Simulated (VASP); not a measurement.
# Zn (P6_3/mmc) in VASP: single point with PBE

Aim: the single point of Zn with PBE.

Program: VASP 6.6.1. These are calculated values, not measurements. Logs are shortened: lines on timing, memory, paths and dates and some standing lists are left out, and cuts for length are marked.

### Step 1. The cell of the first run

Symmetry: P6_3/mmc, No. 194, hexagonal system. The conventional cell has a = 2.825 Å, b = 2.825 Å, c = 4.947 Å, α = 90.00°, β = 90.00°, γ = 120.00°. Zn (site symmetry -6m2) has 12 Zn at 2.82 to 2.96 Å within 3.7 Å.

### Step 2. Single point, PBE (strain +0.0600 x Voigt [1, 1, 0, 0, 0, 0])

INCAR

```
ALGO = Fast ; EDIFF = 1E-6
ENCUT = 520 ; GGA = PE
ISIF = 2 ; ISMEAR = 0
LASPH = T ; LCHARG = F
LREAL = F ; LWAVE = F
NBANDS = 19 ; NELM = 60
PREC = Accurate ; SIGMA = 0.15
```

KPOINTS

```
k-points
0
Gamma
  24 24 10
```

POSCAR

```
Zn
1.0
    2.8246859364      0.0000000000      0.0000000000
   -1.4123429682      2.4462497786      0.0000000000
    0.0000000000      0.0000000000      4.9467000000
Zn
2
Direct
    0.3333333333      0.6666666667      0.2500000000
    0.6666666667      0.3333333333      0.7500000000
```

Potentials or basis: VASP PAW PBE potentials, release 64 (Zn).

Started as:

```console
cat potpaw_PBE.64/Zn/POTCAR > POTCAR
mpirun -np 1 vasp_std > vasp.out
```

OUTCAR:

```text
EDIFF = 1E-6
   ENCUT = 520
   GGA = PE
   ISIF = 2
   ISMEAR = 0
   LASPH = T
   LREAL = F
   NELM = 60
   PREC = Accurate

 ion  position               nearest neighbor table
   1  0.333  0.667  0.250-   2 2.96   2 2.96   2 2.96   2 2.96   2 2.96   2 2.96
   2  0.667  0.333  0.750-   1 2.96   1 2.96   1 2.96   1 2.96   1 2.96   1 2.96

  LATTYP: Found a hexagonal cell.
 ALAT       =     2.8246859364
 C/A-ratio  =     1.7512389382

  Lattice vectors:

 A1 = (   2.8246859364,   0.0000000000,   0.0000000000)
 A2 = (  -1.4123429682,   2.4462497786,   0.0000000000)
 A3 = (   0.0000000000,   0.0000000000,   4.9467000000)

Analysis of symmetry for initial positions (statically):
=====================================================================
 Subroutine PRICEL returns:
 Original cell was already a primitive cell.

 Routine SETGRP: Setting up the symmetry group for a
 hexagonal supercell.

 Subroutine GETGRP returns: Found 24 space group operations
 (whereof 12 operations were pure point group operations)
 out of a pool of 24 trial point group operations.

The static configuration has the point symmetry D_3d.
 The point group associated with its full space group is D_6h.

Analysis of symmetry for dynamics (positions and initial velocities):
=====================================================================
 Subroutine PRICEL returns:
 Original cell was already a primitive cell.

 Routine SETGRP: Setting up the symmetry group for a
 hexagonal supercell.

 Subroutine GETGRP returns: Found 24 space group operations
 (whereof 12 operations were pure point group operations)
 out of a pool of 24 trial point group operations.

The dynamic configuration has the point symmetry D_3d.
 The point group associated with its full space group is D_6h.

 Subroutine INISYM returns: Found 24 space group operations
 (whereof 12 operations are pure point group operations),
 and found     1 'primitive' translations

----------------------------------------------------------------------------------------

                                     Primitive cell

  volume of cell :      34.1811

  direct lattice vectors                    reciprocal lattice vectors
     2.824685936  0.000000000  0.000000000     0.354021659  0.204394500  0.000000000
    -1.412342968  2.446249779  0.000000000     0.000000000  0.408789000  0.000000000
     0.000000000  0.000000000  4.946700000     0.000000000  0.000000000  0.202154972

  length of vectors
     2.824685936  2.824685936  4.946700000     0.408789000  0.408789000  0.202154972

  position of ions in fractional coordinates (direct lattice)
     0.333333333  0.666666667  0.250000000
     0.666666667  0.333333333  0.750000000

  ion indices of the primitive-cell ions
   primitive index   ion index
                 1           1
                 2           2

----------------------------------------------------------------------------------------

 KPOINTS: k-points

Automatic generation of k-mesh.
 Grid dimensions read from file:
 generate k-points for:   24   24   10

 Generating k-lattice:

  Cartesian coordinates                     Fractional coordinates (reciprocal lattice)
     0.014750902  0.008516437  0.000000000     0.041666667  0.000000000  0.000000000
     0.000000000  0.017032875  0.000000000     0.000000000  0.041666667  0.000000000
     0.000000000  0.000000000  0.020215497     0.000000000  0.000000000  0.100000000

  Length of vectors
     0.017032875  0.017032875  0.020215497

  Shift w.r.t. Gamma in fractional coordinates (k-lattice)
     0.000000000  0.000000000  0.000000000

 Subroutine IBZKPT returns following result:
 ===========================================

 Found    366 irreducible k-points:

 Following reciprocal coordinates:
            Coordinates               Weight
  0.000000  0.000000  0.000000      1.000000
  0.041667 -0.000000  0.000000      6.000000
  0.083333  0.000000  0.000000      6.000000
  0.125000  0.000000  0.000000      6.000000
  0.166667  0.000000  0.000000      6.000000
  0.208333 -0.000000  0.000000      6.000000
[... 16 lines left out ...]
  0.416667  0.041667  0.000000     12.000000
  0.458333  0.041667  0.000000     12.000000
 [... further k-points ...]
   k-points           NKPTS =    366   k-points in BZ     NKDIM =    366   number of bands    NBANDS=     19
   number of dos      NEDOS =    301   number of ions     NIONS =      2
   total plane-waves  NPLWV =  23040
   dimension x,y,z NGX =    24 NGY =   24 NGZ =   40
   dimension x,y,z NGXF=    48 NGYF=   48 NGZF=   80
   ions per type =               2
   NGX,Y,Z   is equivalent  to a cutoff of  14.13, 14.13, 13.44 a.u.
   NGXF,Y,Z  is equivalent  to a cutoff of  28.25, 28.25, 26.89 a.u.
 SYSTEM =  unknown system
   PREC   = accura    normal or accurate (medium, high low for compatibility)
   ISTART =      0    job   : 0-new  1-cont  2-samecut
   ICHARG =      2    charge: 1-file 2-atom 10-const
   ISPIN  =      1    spin polarized calculation?
   LNONCOLLINEAR =      F non collinear calculations
   LSORBIT =      F    spin-orbit coupling
   LASPH  =      T    aspherical Exc in radial PAW
   ENCUT  =  520.0 eV  38.22 Ry    6.18 a.u.   5.25  5.25  9.20*2*pi/ulx,y,z
   NELM   =     60;   NELMIN=  2; NELMDL= -5     # of ELM steps
   EDIFF  = 0.1E-05   stopping-criterion for ELM
   LREAL  =      F    real-space projection
   EDIFFG = 0.1E-04   stopping-criterion for IOM
   NSW    =      0    number of steps for IOM
   IBRION =     -1    ionic relax: 0-MD 1-quasi-New 2-CG
   NFREE  =      0    steps in history (QN), initial steepest desc. (CG)
   ISIF   =      2    stress and relaxation
   ISYM   =      2    0-nonsym 1-usesym 2-fastsym
   POTIM  = 0.5000    time-step for ionic-motion
   TEBEG  =    0.0;   TEEND  =   0.0 temperature during run
   PSTRESS=    0.0 pullay stress
   NELECT =      24.0000    total number of electrons
   NUPDOWN=      -1.0000    fix difference up-down
   EMIN   =  10.00;   EMAX   =-10.00  energy-range for DOS
   EFERMI =   0.00;   METHOD = LEGACY
   ISMEAR =     0;   SIGMA  =   0.15  broadening in eV -4-tet -1-fermi 0-gaus
   EFERMI_NEDOS =   21; number of points for ismear=-14 and -15
   IALGO  =     68    algorithm
   IMIX   =      4    mixing-type and parameters
     AMIX     =   0.40;   BMIX     =  1.00
     AMIX_MAG =   1.60;   BMIX_MAG =  1.00
  volume/ion in A,a.u.               =      17.09       115.33
  Fermi-wavevector in a.u.,A,eV,Ry     =   1.455067  2.749678 28.806536  2.117221
  Thomas-Fermi vector in A             =   2.572145
   LORBIT       =      0    0 simple, 1 ext, 2 COOP (PROOUT), +10 PAW based schemes
   GGA     = PE    functional components
   LHFCALC =     F    Hartree Fock is set to
   AEXX    =    0.0000 exact exchange contribution
   IVDW    =     0    specifies the selected vdW correction
   LEPSILON=     F    determine dielectric tensor
   LRPA    =     F    only Hartree local field effects (RPA)
 non-spin polarized calculation
 RMM-DIIS sequential band-by-band and
 Gauss-broadening in eV      SIGMA  =   0.15
  energy-cutoff  :      520.00
  volume of cell :       34.18
 maximum number of plane-waves:       932
 NGX is ok and might be reduce to    24
   NGX = 11   NGY = 11   NGZ = 19

 number of electron      24.0000003 magnetization

 Free energy of the ion-electron system (eV)
  ---------------------------------------------------
  ext. energy  EPLUGINS =         0.00000000
  ---------------------------------------------------
  free energy    TOTEN  =        -2.11061267 eV

  energy without entropy =       -2.10323530  energy(sigma->0) =       -2.10692398

 E-fermi :   2.3577     XC(G=0): -10.9654

 val. band max:        2.3559002686   @ k =   0.4583   0.0833   0.4000
 cond. band min:       2.3707806890   @ k =   0.4167   0.0833   0.4000
 fundamental gap:      0.0148804204
 Fermi energy:         2.3576933129

 k-point     1 :       0.0000    0.0000    0.0000
  band No.  band energies     occupation
      1      -7.1696      2.00000
      2      -5.6918      2.00000
      3      -5.1721      2.00000
      4      -5.0483      2.00000
      5      -5.0483      2.00000
      6      -4.9974      2.00000
[... 11 lines left out ...]
     18      18.9523      0.00000
     19      19.4540      0.00000

 k-point     2 :       0.0417   -0.0000    0.0000
  band No.  band energies     occupation
      1      -7.1242      2.00000
      2      -5.6765      2.00000
      3      -5.1702      2.00000
      4      -5.0501      2.00000
      5      -5.0393      2.00000
      6      -5.0010      2.00000
[... 11 lines left out ...]
     18      19.3686      0.00000
     19      20.1896      0.00000

 k-point     3 :       0.0833    0.0000    0.0000
  band No.  band energies     occupation
      1      -6.9888      2.00000
      2      -5.6328      2.00000
      3      -5.1669      2.00000
      4      -5.0526      2.00000
      5      -5.0127      2.00000
      6      -5.0097      2.00000
[... 11 lines left out ...]
     18      19.8805      0.00000
     19      19.9518      0.00000

 k-point     4 :       0.1250    0.0000    0.0000
  band No.  band energies     occupation
      1      -6.7669      2.00000
      2      -5.5689      2.00000
      3      -5.1676      2.00000
      4      -5.0541      2.00000
      5      -5.0114      2.00000
      6      -4.9700      2.00000
[... 11 lines left out ...]
     18      18.5226      0.00000
     19      19.9399      0.00000

 k-point     5 :       0.1667    0.0000    0.0000
  band No.  band energies     occupation
      1      -6.4672      2.00000
      2      -5.5003      2.00000
      3      -5.1697      2.00000
      4      -5.0633      2.00000
      5      -4.9807      2.00000
      6      -4.9517      2.00000
[... 11 lines left out ...]
     18      17.0969      0.00000
     19      18.7501      0.00000
[... 334 lines left out ...]
      2      -5.4602      2.00000
      3      -5.3231      2.00000
      4      -4.9949      2.00000
      5      -4.9855      2.00000
      6      -4.9426      2.00000
[... 11 lines left out ...]
     18      15.7921      0.00000
     19      16.4986      0.00000

 k-point    22 :       0.3750    0.0417    0.0000
  band No.  band energies     occupation
      1      -5.5498      2.00000
      2      -5.4690      2.00000
      3      -5.3739      2.00000
      4      -4.9995      2.00000
      5      -4.9683      2.00000
      6      -4.9615      2.00000
[... 11 lines left out ...]
     18      15.5941      0.00000
     19      16.1803      0.00000

 k-point    23 :       0.4167    0.0417    0.0000
  band No.  band energies     occupation
      1      -5.5711      2.00000
      2      -5.4796      2.00000
      3      -5.4081      2.00000
      4      -5.0073      2.00000
      5      -4.9881      2.00000
      6      -4.9379      2.00000
[... 11 lines left out ...]
     18      15.4629      0.00000
     19      15.9644      0.00000

 k-point    24 :       0.4583    0.0417    0.0000
  band No.  band energies     occupation
      1      -5.5826      2.00000
      2      -5.4863      2.00000
      3      -5.4252      2.00000
      4      -5.0087      2.00000
      5      -5.0009      2.00000
      6      -4.9257      2.00000
[... 11 lines left out ...]
     18      15.3975      0.00000
     19      15.8554      0.00000

 [... further k-points ...]
[... 5 lines left out ...]
  --------------------------------------------------------------------------------------
  -------------------------------------------------------------------------------------
  Total       -1.4972338     -1.4972338     -1.0949671     -0.0000000     -0.0000000      0.0000000
  in kB      -70.1800506    -70.1800506    -51.3245479     -0.0000000     -0.0000000      0.0000000
  external PRESSURE =     -63.8948830 kB  Pullay stress =       0.0000000 kB

 VOLUME and BASIS-vectors are now :
 -----------------------------------------------------------------------------
  energy-cutoff  :      520.00
  volume of cell :       34.18
      direct lattice vectors                 reciprocal lattice vectors
     2.824685936  0.000000000  0.000000000     0.354021659  0.204394500  0.000000000
    -1.412342968  2.446249779  0.000000000     0.000000000  0.408789000  0.000000000
     0.000000000  0.000000000  4.946700000     0.000000000  0.000000000  0.202154972

 POSITION                                       TOTAL-FORCE (eV/Angst)
 -----------------------------------------------------------------------------------
     -0.00000      1.63083      1.23667         0.000000     -0.000000      0.000000
      1.41234      0.81542      3.71002        -0.000000      0.000000      0.000000
 -----------------------------------------------------------------------------------
    total drift:                               -0.000000      0.000000     -0.000000

  FREE ENERGIE OF THE ION-ELECTRON SYSTEM (eV)
  ---------------------------------------------------
  free  energy   TOTEN  =        -2.1106126658 eV

  energy  without entropy=       -2.1032352969  energy(sigma->0) =       -2.10692398
```

It took 1.9 min on 1 thread of Intel Xeon Platinum 8488C (Sapphire Rapids), shared host; peak memory 0.3 GiB.

Results:

- Free energy: -2.1106 eV
- Pressure: -6.4 GPa
- Band gap on the k mesh: zero (band 12 reaches 3.91 eV, above the bottom of band 13 at -0.12 eV)

Caveat: the cell differs from its parent crystal (strain +0.0600 x Voigt [1, 1, 0, 0, 0, 0]).
